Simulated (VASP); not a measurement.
# PbSe (Clausthalite) (Fm-3m) in VASP: a series of runs

Runs on PbSe (Clausthalite). Level: PBE. Tasks: single point.

Program: VASP 6.6.1. These are calculated values, not measurements. Logs are shortened: lines on timing, memory, paths and dates and some standing lists are left out, and cuts for length are marked.

## 1. The cell of the first run

The structure is cubic, space group Fm-3m (No. 225). The conventional cell has a = 6.121 Å, b = 6.121 Å, c = 6.121 Å, α = 90.00°, β = 90.00°, γ = 90.00°. Pb (site symmetry m-3m) has 6 Se at 3.06 Å within 4.0 Å. Within 4.0 Å of Se (site symmetry m-3m) lie 6 Pb at 3.06 Å.

## 2. Single point, PBE

INCAR

```
SYSTEM = PbSe
ALGO     = Normal         ! electronic algorithm
EDIFF    = 1E-6           ! SCF threshold, eV
ENCUT    = 500            ! plane-wave cutoff, eV
GGA      = PE             ! functional
GGA_COMPAT= .FALSE.      
ISIF     = 2              ! what is computed and relaxed
ISMEAR   = 0              ! smearing method
LASPH    = .TRUE.         ! aspherical terms in the spheres
LCHARG   = .TRUE.         ! write CHGCAR
LELF     = .TRUE.         ! ELF
LREAL    = .FALSE.        ! projectors in reciprocal space
LVHAR    = .TRUE.       
LWAVE    = .FALSE.        ! write WAVECAR
NBANDS   = 17             ! bands
NELM     = 120            ! most SCF steps
PREC     = Accurate       ! precision mode
SIGMA    = 0.01           ! smearing width, eV
```

KPOINTS

```
k-points
0
G
  3 3 3
  0 0 0
```

POSCAR

```
PbSe
1.0
    4.3284130000      0.0000000000      0.0000000000
    2.1642065000      3.7485156161      0.0000000000
    2.1642065000      1.2495052054      3.5341344153
Pb Se
1 1
Direct
    0.0000000000      0.0000000000      0.0000000000
    0.5000000000      0.5000000000      0.5000000000
```

Potentials or basis: VASP PAW PBE potentials, release 64 (Pb_d, Se).

Launch:

```
$ cat potpaw_PBE.64/Pb_d/POTCAR potpaw_PBE.64/Se/POTCAR > POTCAR
$ mpirun -np 1 vasp_std > vasp.out
```

OUTCAR:

```text
SYSTEM = PbSe
   EDIFF = 1E-6
   ENCUT = 500
   GGA = PE
   ISIF = 2
   ISMEAR = 0
   LASPH = .TRUE.
   LREAL = .FALSE.
   NELM = 120
   PREC = Accurate

 ion  position               nearest neighbor table
   1  0.000  0.000  0.000-   2 3.06   2 3.06   2 3.06   2 3.06   2 3.06   2 3.06
   2  0.500  0.500  0.500-   1 3.06   1 3.06   1 3.06   1 3.06   1 3.06   1 3.06

  LATTYP: Found a face centered cubic cell.
 ALAT       =     6.1213003682

  Lattice vectors:

 A1 = (   4.3284130000,   0.0000000000,   0.0000000000)
 A2 = (   2.1642065000,   3.7485156161,   0.0000000000)
 A3 = (   2.1642065000,   1.2495052054,   3.5341344153)

Analysis of symmetry for initial positions (statically):
=====================================================================
 Subroutine PRICEL returns:
 Original cell was already a primitive cell.

 Routine SETGRP: Setting up the symmetry group for a
 face centered cubic supercell.

 Subroutine GETGRP returns: Found 48 space group operations
 (whereof 48 operations were pure point group operations)
 out of a pool of 48 trial point group operations.

The static configuration has the point symmetry O_h .

Analysis of symmetry for dynamics (positions and initial velocities):
=====================================================================
 Subroutine PRICEL returns:
 Original cell was already a primitive cell.

 Routine SETGRP: Setting up the symmetry group for a
 face centered cubic supercell.

 Subroutine GETGRP returns: Found 48 space group operations
 (whereof 48 operations were pure point group operations)
 out of a pool of 48 trial point group operations.

The dynamic configuration has the point symmetry O_h .

 Subroutine INISYM returns: Found 48 space group operations
 (whereof 48 operations are pure point group operations),
 and found     1 'primitive' translations

----------------------------------------------------------------------------------------

                                     Primitive cell

  volume of cell :      57.3418

  direct lattice vectors                    reciprocal lattice vectors
     4.328413000  0.000000000  0.000000000     0.231031558 -0.133386132 -0.094318239
     2.164206500  3.748515616  0.000000000     0.000000000  0.266772265 -0.094318239
     2.164206500  1.249505205  3.534134415     0.000000000  0.000000000  0.282954716

  length of vectors
     4.328413000  4.328413000  4.328413000     0.282954716  0.282954716  0.282954716

  position of ions in fractional coordinates (direct lattice)
     0.000000000  0.000000000  0.000000000
     0.500000000  0.500000000  0.500000000

  ion indices of the primitive-cell ions
   primitive index   ion index
                 1           1
                 2           2

----------------------------------------------------------------------------------------

 KPOINTS: k-points

Automatic generation of k-mesh.
 Grid dimensions read from file:
 generate k-points for:    3    3    3

 Generating k-lattice:

  Cartesian coordinates                     Fractional coordinates (reciprocal lattice)
     0.077010519 -0.044462044 -0.031439413     0.333333333 -0.000000000  0.000000000
     0.000000000  0.088924088 -0.031439413     0.000000000  0.333333333  0.000000000
     0.000000000  0.000000000  0.094318239     0.000000000  0.000000000  0.333333333

  Length of vectors
     0.094318239  0.094318239  0.094318239

  Shift w.r.t. Gamma in fractional coordinates (k-lattice)
     0.000000000  0.000000000  0.000000000

 Subroutine IBZKPT returns following result:
 ===========================================

 Found      4 irreducible k-points:

 Following reciprocal coordinates:
            Coordinates               Weight
  0.000000  0.000000  0.000000      1.000000
  0.333333 -0.000000 -0.000000      8.000000
  0.333333  0.333333  0.000000      6.000000
 -0.333333  0.333333  0.000000     12.000000
   k-points           NKPTS =      4   k-points in BZ     NKDIM =      4   number of bands    NBANDS=     17
   number of dos      NEDOS =    301   number of ions     NIONS =      2
   total plane-waves  NPLWV =  32768
   dimension x,y,z NGX =    32 NGY =   32 NGZ =   32
   dimension x,y,z NGXF=    64 NGYF=   64 NGZF=   64
   ions per type =               1   1
   NGX,Y,Z   is equivalent  to a cutoff of  12.29, 12.29, 12.29 a.u.
   NGXF,Y,Z  is equivalent  to a cutoff of  24.58, 24.58, 24.58 a.u.
 SYSTEM =  PbSe
   PREC   = accura    normal or accurate (medium, high low for compatibility)
   ISTART =      0    job   : 0-new  1-cont  2-samecut
   ICHARG =      2    charge: 1-file 2-atom 10-const
   ISPIN  =      1    spin polarized calculation?
   LNONCOLLINEAR =      F non collinear calculations
   LSORBIT =      F    spin-orbit coupling
   LASPH  =      T    aspherical Exc in radial PAW
   ENCUT  =  500.0 eV  36.75 Ry    6.06 a.u.   7.89  7.89  7.89*2*pi/ulx,y,z
   NELM   =    120;   NELMIN=  2; NELMDL= -5     # of ELM steps
   EDIFF  = 0.1E-05   stopping-criterion for ELM
   LREAL  =      F    real-space projection
   EDIFFG = 0.1E-04   stopping-criterion for IOM
   NSW    =      0    number of steps for IOM
   IBRION =     -1    ionic relax: 0-MD 1-quasi-New 2-CG
   NFREE  =      0    steps in history (QN), initial steepest desc. (CG)
   ISIF   =      2    stress and relaxation
   ISYM   =      2    0-nonsym 1-usesym 2-fastsym
   POTIM  = 0.5000    time-step for ionic-motion
   TEBEG  =    0.0;   TEEND  =   0.0 temperature during run
   PSTRESS=    0.0 pullay stress
   NELECT =      20.0000    total number of electrons
   NUPDOWN=      -1.0000    fix difference up-down
   EMIN   =  10.00;   EMAX   =-10.00  energy-range for DOS
   EFERMI =   0.00;   METHOD = LEGACY
   ISMEAR =     0;   SIGMA  =   0.01  broadening in eV -4-tet -1-fermi 0-gaus
   EFERMI_NEDOS =   21; number of points for ismear=-14 and -15
   IALGO  =     38    algorithm
   IMIX   =      4    mixing-type and parameters
     AMIX     =   0.40;   BMIX     =  1.00
     AMIX_MAG =   1.60;   BMIX_MAG =  1.00
  volume/ion in A,a.u.               =      28.67       193.48
  Fermi-wavevector in a.u.,A,eV,Ry     =   1.152377  2.177676 18.068157  1.327972
  Thomas-Fermi vector in A             =   2.289028
   LORBIT       =      0    0 simple, 1 ext, 2 COOP (PROOUT), +10 PAW based schemes
   GGA     = PE    functional components
   LHFCALC =     F    Hartree Fock is set to
   AEXX    =    0.0000 exact exchange contribution
   IVDW    =     0    specifies the selected vdW correction
   LEPSILON=     F    determine dielectric tensor
   LRPA    =     F    only Hartree local field effects (RPA)
 non-spin polarized calculation
 Gauss-broadening in eV      SIGMA  =   0.01
  energy-cutoff  :      500.00
  volume of cell :       57.34
 maximum number of plane-waves:      1464
   NGX = 15   NGY = 15   NGZ = 15

 number of electron      20.0000000 magnetization

 Free energy of the ion-electron system (eV)
  ---------------------------------------------------
  ext. energy  EPLUGINS =         0.00000000
  ---------------------------------------------------
  free energy    TOTEN  =        -8.29277906 eV

  energy without entropy =       -8.29277906  energy(sigma->0) =       -8.29277906

 E-fermi :   4.4269     XC(G=0):  -9.5443

 val. band max:        4.3728530622   @ k =   0.3333  -0.0000  -0.0000
 cond. band min:       6.3958727783   @ k =   0.3333  -0.0000  -0.0000
 fundamental gap:      2.0230197160
 Fermi energy:         4.4269155022

 k-point     1 :       0.0000    0.0000    0.0000
  band No.  band energies     occupation
      1     -11.7901      2.00000
      2     -11.7901      2.00000
      3     -11.7901      2.00000
      4     -11.7871      2.00000
      5     -11.7871      2.00000
      6      -8.5575      2.00000
[... 9 lines left out ...]
     16      11.5707      0.00000
     17      13.2333      0.00000

 k-point     2 :       0.3333   -0.0000   -0.0000
  band No.  band energies     occupation
      1     -11.8058      2.00000
      2     -11.8058      2.00000
      3     -11.7876      2.00000
      4     -11.7649      2.00000
      5     -11.7649      2.00000
      6      -7.8409      2.00000
[... 9 lines left out ...]
     16      13.6014      0.00000
     17      16.8779      0.00000

 k-point     3 :       0.3333    0.3333    0.0000
  band No.  band energies     occupation
      1     -11.8717      2.00000
      2     -11.8036      2.00000
      3     -11.7728      2.00000
      4     -11.7571      2.00000
      5     -11.7571      2.00000
      6      -7.5729      2.00000
[... 9 lines left out ...]
     16      15.3136      0.00000
     17      16.2270      0.00000

 k-point     4 :      -0.3333    0.3333    0.0000
  band No.  band energies     occupation
      1     -11.8622      2.00000
      2     -11.7908      2.00000
      3     -11.7827      2.00000
      4     -11.7654      2.00000
      5     -11.7559      2.00000
      6      -7.2063      2.00000
[... 9 lines left out ...]
     16      14.5498      0.00000
     17      16.5876      0.00000

------------------------ aborting loop because EDIFF is reached ----------------------------------------

  FORCE on cell =-STRESS in cart. coord.  units (eV):
  Direction    XX          YY          ZZ          XY          YZ          ZX
  --------------------------------------------------------------------------------------
  -------------------------------------------------------------------------------------
  Total        0.5282846      0.5282846      0.5282846      0.0000000      0.0000000     -0.0000000
  in kB       14.7607158     14.7607158     14.7607158      0.0000000      0.0000000     -0.0000000
  external PRESSURE =      14.7607158 kB  Pullay stress =       0.0000000 kB

 VOLUME and BASIS-vectors are now :
 -----------------------------------------------------------------------------
  energy-cutoff  :      500.00
  volume of cell :       57.34
      direct lattice vectors                 reciprocal lattice vectors
     4.328413000  0.000000000  0.000000000     0.231031558 -0.133386132 -0.094318239
     2.164206500  3.748515616  0.000000000     0.000000000  0.266772265 -0.094318239
     2.164206500  1.249505205  3.534134415     0.000000000  0.000000000  0.282954716

 POSITION                                       TOTAL-FORCE (eV/Angst)
 -----------------------------------------------------------------------------------
      0.00000      0.00000      0.00000        -0.000000     -0.000000      0.000000
      4.32841      2.49901      1.76707         0.000000      0.000000      0.000000
 -----------------------------------------------------------------------------------
    total drift:                               -0.000000      0.000000      0.000000

  FREE ENERGIE OF THE ION-ELECTRON SYSTEM (eV)
  ---------------------------------------------------
  free  energy   TOTEN  =        -8.2927790622 eV

  energy  without entropy=       -8.2927790622  energy(sigma->0) =       -8.29277906
```

Run time: 13 s. Hardware: 1 thread of Intel Xeon 8259CL, shared host; peak memory 0.17 GiB.

Results:

```
Free energy : -8.2928 eV
Pressure    : 1.5 GPa
```

Levels at points of the mesh, in eV from the Fermi level:
```
           k point  band 6  band 7  band 8  band 9  band 10  band 11  band 12  band 13  band 14  band 15
(0.00, 0.00, 0.00)  -12.98   -5.68   -1.27   -1.27    -1.27     5.34     5.34     5.34     7.14     7.14
```

Caveat: the k points lie up to 0.59 Å⁻¹ apart; this odd mesh misses L, where the gap lies, so gap, dielectric constants and Born charges aren't listed; spin-orbit coupling is left out, which moves the levels of the heavy elements.

## 3. Single point, PBE

INCAR

```
SYSTEM = PbSe
  PREC = Accurate
  ENCUT = 500
  EDIFF = 1E-6
  ISMEAR = 0
  SIGMA = 0.01
  LREAL = .False.
  LASPH = .True.
  NELM = 120
  ALGO = Normal
  ISIF = 2
  LWAVE = .False.
  LCHARG = .False.
  GGA = PE
  NBANDS = 17
  GGA_COMPAT = .False.
```

KPOINTS

```
regular mesh
0
Gamma
  5 5 5
  0 0 0
```

POSCAR is that of step 2.

Potentials or basis: VASP PAW PBE potentials, release 64 (Pb_d, Se).

Launch:

```
$ cat potpaw_PBE.64/Pb_d/POTCAR potpaw_PBE.64/Se/POTCAR > POTCAR
$ mpirun -np 1 vasp_std > vasp.out
```

Run time: 17 s. Hardware: 1 thread of Intel Xeon 8259CL, shared host; peak memory 0.17 GiB.

The run converged. Its results:

* Free energy: -8.1899 eV
* Pressure: 2.2 GPa

Levels at points of the mesh, in eV from the Fermi level:
```csv
k point,band 8,band 9,band 10,band 11,band 12,band 13
"(0.00, 0.00, 0.00)",-1.60,-1.60,-1.60,4.99,4.99,4.99
```

Caveat: this odd mesh misses L, where the gap lies, so gap, dielectric constants and Born charges aren't listed; spin-orbit coupling is left out, which moves the levels of the heavy elements.
